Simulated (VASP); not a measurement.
# SnO2 in VASP: single point with LDA

Aim: the single point of SnO2 with LDA.

Everything below comes from runs of VASP 6.6.1. Logs are shortened: lines on timing, memory, paths and dates and some standing lists are left out, and cuts for length are marked.

**1. The cell of the first run**

The typed cell holds 6 atoms: a = 4.723 Å, b = 4.722 Å, c = 3.190 Å, α = 90.00°, β = 90.00°, γ = 90.00°.

**2. Single point, LDA**

File INCAR:

```
PREC = Accurate ; ENCUT = 520
EDIFF = 1E-6 ; ISMEAR = 0
SIGMA = 0.05 ; LREAL = False
LASPH = True ; NELM = 80
ALGO = Normal ; ISIF = 2
LWAVE = False ; LCHARG = False
GGA = CA ; NBANDS = 35
```

File KPOINTS:

```
Automatic mesh
0
Gamma
  6 6 8
```

File POSCAR:

```
SnO2
1.0
    4.7232471247      0.0000680509     -0.0000261106
    0.0000680938      4.7218992878     -0.0000297493
   -0.0000176421     -0.0000200880      3.1904571399
Sn O
2 4
Direct
    0.4999926199      0.5000183478      0.4999975273
   -0.0000057851      0.0000188299     -0.0000022409
    0.3064507841      0.3057352797      0.0000061172
    0.8064278400      0.1942451172      0.4999992003
    0.1935530981      0.8057454279      0.5000021218
    0.6935814431      0.6942369974     -0.0000027258
```

Potentials or basis: VASP PAW LDA potentials, release 64 (Sn_d, O).

Launch:

```
cat potpaw_LDA.64/Sn_d/POTCAR potpaw_LDA.64/O/POTCAR > POTCAR
mpirun -np 1 vasp_std > vasp.out
```

OUTCAR:

```text
PREC = Accurate
   ENCUT = 520
   EDIFF = 1E-6
   ISMEAR = 0
   LREAL = False
   LASPH = True
   NELM = 80
   ISIF = 2
   GGA = CA

 ion  position               nearest neighbor table
   1  0.500  0.500  0.500-   5 2.04   4 2.04   6 2.05   3 2.05   6 2.05   3 2.05   2 3.70   2 3.70
                             2 3.70   2 3.70   2 3.70   2 3.70   2 3.70   2 3.70
   2  1.000  0.000  1.000-   3 2.04   6 2.04   4 2.05   4 2.05   5 2.05   5 2.05   1 3.70   1 3.70
                             1 3.70   1 3.70   1 3.70   1 3.70   1 3.70   1 3.70
   3  0.306  0.306  0.000-   2 2.04   1 2.05   1 2.05
   4  0.806  0.194  0.500-   1 2.04   2 2.05   2 2.05
   5  0.194  0.806  0.500-   1 2.04   2 2.05   2 2.05
   6  0.694  0.694  1.000-   2 2.04   1 2.05   1 2.05

  LATTYP: Found a simple monoclinic cell.
 ALAT       =     4.7232471253
 B/A-ratio  =     0.6754796129
 C/A-ratio  =     1.4139914130
 COS(beta)  =    -0.7071974911

  Lattice vectors:

 A1 = (   4.7232471247,   0.0000680509,  -0.0000261106)
 A2 = (   0.0000176421,   0.0000200880,  -3.1904571399)
 A3 = (  -4.7231790309,   4.7218312369,  -0.0000036387)

Analysis of symmetry for initial positions (statically):
=====================================================================
 Subroutine PRICEL returns:
 Original cell was already a primitive cell.

 Routine SETGRP: Setting up the symmetry group for a
 simple monoclinic supercell.

 Subroutine GETGRP returns: Found  1 space group operations
 (whereof  1 operations were pure point group operations)
 out of a pool of  4 trial point group operations.

The static configuration has the point symmetry C_1 .

Analysis of symmetry for dynamics (positions and initial velocities):
=====================================================================
 Subroutine PRICEL returns:
 Original cell was already a primitive cell.

 Routine SETGRP: Setting up the symmetry group for a
 simple monoclinic supercell.

 Subroutine GETGRP returns: Found  1 space group operations
 (whereof  1 operations were pure point group operations)
 out of a pool of  4 trial point group operations.

The dynamic configuration has the point symmetry C_1 .

 Subroutine INISYM returns: Found  1 space group operations
 (whereof  1 operations are pure point group operations),
 and found     1 'primitive' translations

----------------------------------------------------------------------------------------

                                     Primitive cell

  volume of cell :      71.1558

  direct lattice vectors                    reciprocal lattice vectors
     4.723247125  0.000068051 -0.000026111     0.211718755 -0.000003053  0.000001171
     0.000068094  4.721899288 -0.000029749    -0.000003051  0.211779189  0.000001333
    -0.000017642 -0.000020088  3.190457140     0.000001733  0.000001975  0.313434707

  length of vectors
     4.723247125  4.721899288  3.190457140     0.211718755  0.211779189  0.313434707

  position of ions in fractional coordinates (direct lattice)
     0.499992620  0.500018348  0.499997527
     0.999994215  0.000018830  0.999997759
     0.306450784  0.305735280  0.000006117
     0.806427840  0.194245117  0.499999200
     0.193553098  0.805745428  0.500002122
     0.693581443  0.694236997  0.999997274

  ion indices of the primitive-cell ions
   primitive index   ion index
                 1           1
                 2           2
                 3           3
                 4           4
                 5           5
                 6           6

----------------------------------------------------------------------------------------

 KPOINTS: Automatic mesh

Automatic generation of k-mesh.
 Grid dimensions read from file:
 generate k-points for:    6    6    8

 Generating k-lattice:

  Cartesian coordinates                     Fractional coordinates (reciprocal lattice)
     0.035286459 -0.000000509  0.000000195     0.166666667 -0.000000000  0.000000000
    -0.000000509  0.035296531  0.000000222     0.000000000  0.166666667  0.000000000
     0.000000217  0.000000247  0.039179338    -0.000000000 -0.000000000  0.125000000

  Length of vectors
     0.035286459  0.035296531  0.039179338

  Shift w.r.t. Gamma in fractional coordinates (k-lattice)
     0.000000000  0.000000000  0.000000000

 Subroutine IBZKPT returns following result:
 ===========================================

 Found    148 irreducible k-points:

 Following reciprocal coordinates:
            Coordinates               Weight
  0.000000  0.000000  0.000000      1.000000
  0.166667 -0.000000  0.000000      2.000000
  0.333333  0.000000  0.000000      2.000000
  0.500000 -0.000000  0.000000      1.000000
 -0.000000  0.166667  0.000000      2.000000
  0.166667  0.166667  0.000000      2.000000
[... 16 lines left out ...]
 -0.166667 -0.000000  0.125000      2.000000
  0.333333  0.000000  0.125000      2.000000
 [... further k-points ...]
   k-points           NKPTS =    148   k-points in BZ     NKDIM =    148   number of bands    NBANDS=     35
   number of dos      NEDOS =    301   number of ions     NIONS =      6
   total plane-waves  NPLWV =  31104
   dimension x,y,z NGX =    36 NGY =   36 NGZ =   24
   dimension x,y,z NGXF=    72 NGYF=   72 NGZF=   48
   ions per type =               2   4
   NGX,Y,Z   is equivalent  to a cutoff of  12.67, 12.67, 12.51 a.u.
   NGXF,Y,Z  is equivalent  to a cutoff of  25.34, 25.35, 25.01 a.u.
 SYSTEM =  unknown system
   PREC   = accura    normal or accurate (medium, high low for compatibility)
   ISTART =      0    job   : 0-new  1-cont  2-samecut
   ICHARG =      2    charge: 1-file 2-atom 10-const
   ISPIN  =      1    spin polarized calculation?
   LNONCOLLINEAR =      F non collinear calculations
   LSORBIT =      F    spin-orbit coupling
   LASPH  =      T    aspherical Exc in radial PAW
   ENCUT  =  520.0 eV  38.22 Ry    6.18 a.u.   8.78  8.78  5.93*2*pi/ulx,y,z
   NELM   =     80;   NELMIN=  2; NELMDL= -5     # of ELM steps
   EDIFF  = 0.1E-05   stopping-criterion for ELM
   LREAL  =      F    real-space projection
   EDIFFG = 0.1E-04   stopping-criterion for IOM
   NSW    =      0    number of steps for IOM
   IBRION =     -1    ionic relax: 0-MD 1-quasi-New 2-CG
   NFREE  =      0    steps in history (QN), initial steepest desc. (CG)
   ISIF   =      2    stress and relaxation
   ISYM   =      2    0-nonsym 1-usesym 2-fastsym
   POTIM  = 0.5000    time-step for ionic-motion
   TEBEG  =    0.0;   TEEND  =   0.0 temperature during run
   PSTRESS=    0.0 pullay stress
   NELECT =      52.0000    total number of electrons
   NUPDOWN=      -1.0000    fix difference up-down
   EMIN   =  10.00;   EMAX   =-10.00  energy-range for DOS
   EFERMI =   0.00;   METHOD = LEGACY
   ISMEAR =     0;   SIGMA  =   0.05  broadening in eV -4-tet -1-fermi 0-gaus
   EFERMI_NEDOS =   21; number of points for ismear=-14 and -15
   IALGO  =     38    algorithm
   IMIX   =      4    mixing-type and parameters
     AMIX     =   0.40;   BMIX     =  1.00
     AMIX_MAG =   1.60;   BMIX_MAG =  1.00
  volume/ion in A,a.u.               =      11.86        80.03
  Fermi-wavevector in a.u.,A,eV,Ry     =   1.474594  2.786579 29.584888  2.174428
  Thomas-Fermi vector in A             =   2.589346
   LORBIT       =      0    0 simple, 1 ext, 2 COOP (PROOUT), +10 PAW based schemes
   GGA     = CA    functional components
   LHFCALC =     F    Hartree Fock is set to
   AEXX    =    0.0000 exact exchange contribution
   IVDW    =     0    specifies the selected vdW correction
   LEPSILON=     F    determine dielectric tensor
   LRPA    =     F    only Hartree local field effects (RPA)
 non-spin polarized calculation
 Gauss-broadening in eV      SIGMA  =   0.05
  energy-cutoff  :      520.00
  volume of cell :       71.16
 maximum number of plane-waves:      1944
   NGX = 17   NGY = 17   NGZ = 11

 number of electron      51.9999988 magnetization

 Free energy of the ion-electron system (eV)
  ---------------------------------------------------
  ext. energy  EPLUGINS =         0.00000000
  ---------------------------------------------------
  free energy    TOTEN  =       -42.27991347 eV

  energy without entropy =      -42.27991347  energy(sigma->0) =      -42.27991347

 E-fermi :   6.1328     XC(G=0): -11.8304

 val. band max:        5.9330758345   @ k =   0.0000   0.0000   0.0000
 cond. band min:       7.1285439948   @ k =   0.0000   0.0000   0.0000
 fundamental gap:      1.1954681603
 Fermi energy:         6.1328340328

 k-point     1 :       0.0000    0.0000    0.0000
  band No.  band energies     occupation
      1     -15.0844      2.00000
      2     -14.3047      2.00000
      3     -14.0298      2.00000
      4     -14.0109      2.00000
      5     -14.0107      2.00000
      6     -13.9328      2.00000
[... 27 lines left out ...]
     34      17.9066      0.00000
     35      18.3129      0.00000

 k-point     2 :       0.1667   -0.0000    0.0000
  band No.  band energies     occupation
      1     -15.0415      2.00000
      2     -14.3536      2.00000
      3     -14.0294      2.00000
      4     -14.0088      2.00000
      5     -14.0087      2.00000
      6     -13.9681      2.00000
[... 27 lines left out ...]
     34      17.8810      0.00000
     35      18.2688      0.00000

 k-point     3 :       0.3333    0.0000    0.0000
  band No.  band energies     occupation
      1     -14.9170      2.00000
      2     -14.5125      2.00000
      3     -14.0282      2.00000
      4     -14.0106      2.00000
      5     -14.0046      2.00000
      6     -14.0044      2.00000
[... 27 lines left out ...]
     34      17.9427      0.00000
     35      18.2058      0.00000
[... 723 lines left out ...]
 k-point    23 :      -0.1667   -0.0000    0.1250
  band No.  band energies     occupation
      1     -14.9716      2.00000
      2     -14.3034      2.00000
      3     -14.1578      2.00000
      4     -14.1503      2.00000
      5     -13.9933      2.00000
      6     -13.9370      2.00000
[... 27 lines left out ...]
     34      17.8667      0.00000
     35      18.1209      0.00000

 k-point    24 :       0.3333    0.0000    0.1250
  band No.  band energies     occupation
      1     -14.8608      2.00000
      2     -14.4879      2.00000
      3     -14.1570      2.00000
      4     -14.1514      2.00000
      5     -13.9762      2.00000
      6     -13.9380      2.00000
[... 27 lines left out ...]
     34      18.0031      0.00000
     35      18.1925      0.00000

 [... further k-points ...]
[... 5 lines left out ...]
  --------------------------------------------------------------------------------------
  -------------------------------------------------------------------------------------
  Total        0.4002547      0.3987368      0.6083114     -0.0025438      0.0008716      0.0006910
  in kB        9.0123224      8.9781438     13.6970246     -0.0572785      0.0196252      0.0155592
  external PRESSURE =      10.5624969 kB  Pullay stress =       0.0000000 kB

 VOLUME and BASIS-vectors are now :
 -----------------------------------------------------------------------------
  energy-cutoff  :      520.00
  volume of cell :       71.16
      direct lattice vectors                 reciprocal lattice vectors
     4.723247125  0.000068051 -0.000026111     0.211718755 -0.000003053  0.000001171
     0.000068094  4.721899288 -0.000029749    -0.000003051  0.211779189  0.000001333
    -0.000017642 -0.000020088  3.190457140     0.000001733  0.000001975  0.313434707

 POSITION                                       TOTAL-FORCE (eV/Angst)
 -----------------------------------------------------------------------------------
      2.36161      2.36106      1.59519         0.000690     -0.001106      0.000267
      4.72320      0.00014      3.19042         0.000065     -0.001034      0.000190
      1.44746      1.44367      0.00000        -0.018083     -0.016073     -0.000469
      3.80896      0.91725      1.59520        -0.018515      0.017261     -0.000014
      0.91425      3.80465      1.59521         0.017876     -0.016094     -0.000152
      3.27599      3.27814      3.19041         0.017967      0.017046      0.000179
 -----------------------------------------------------------------------------------
    total drift:                                0.000007      0.000001      0.000002

  FREE ENERGIE OF THE ION-ELECTRON SYSTEM (eV)
  ---------------------------------------------------
  free  energy   TOTEN  =       -42.2799134687 eV

  energy  without entropy=      -42.2799134687  energy(sigma->0) =      -42.27991347
```

Wall time 4.1 min (1 thread of Intel Xeon Platinum 8124M at 3.00GHz (Skylake/Cascade Lake), shared host); peak memory 0.36 GiB.

What came out:

```yaml
Free_energy: -42.2799 eV
Pressure: 1.1 GPa
Largest_force: 0.025 eV/Å
Band_gap_on_the_k_mesh: 1.20 eV
```

Forces in eV/Å, atoms in the order of the input:
```
Sn   0.001 -0.001  0.000
Sn   0.000 -0.001  0.000
O   -0.018 -0.016  0.000
O   -0.019  0.017  0.000
O    0.018 -0.016  0.000
O    0.018  0.017  0.000
```

Levels at points of the mesh, in eV from the valence-band top:
```tsv
k point	band 23	band 24	band 25	band 26	band 27	band 28	band 29	band 30
(0.00, 0.00, 0.00)	-1.28	-0.81	-0.81	0.00	1.20	5.96	6.07	6.08
(0.50, 0.00, 0.00)	-1.24	-1.24	-0.65	-0.65	4.36	4.36	6.84	6.84
(0.00, 0.50, 0.00)	-1.24	-1.24	-0.65	-0.65	4.35	4.35	6.82	6.82
(0.50, 0.50, 0.00)	-1.36	-1.36	-0.92	-0.92	4.74	4.74	7.32	7.32
(0.00, 0.00, 0.50)	-1.73	-1.73	-1.29	-1.29	6.07	6.07	9.54	9.54
(0.50, 0.00, 0.50)	-1.14	-1.14	-0.72	-0.72	6.36	6.36	7.90	7.90
(0.00, 0.50, 0.50)	-1.14	-1.14	-0.72	-0.72	6.36	6.36	7.90	7.90
(0.50, 0.50, 0.50)	-0.99	-0.99	-0.85	-0.85	4.73	4.73	8.64	8.64
```

Caveat: spin-orbit coupling is left out, which moves the levels of the heavy elements.
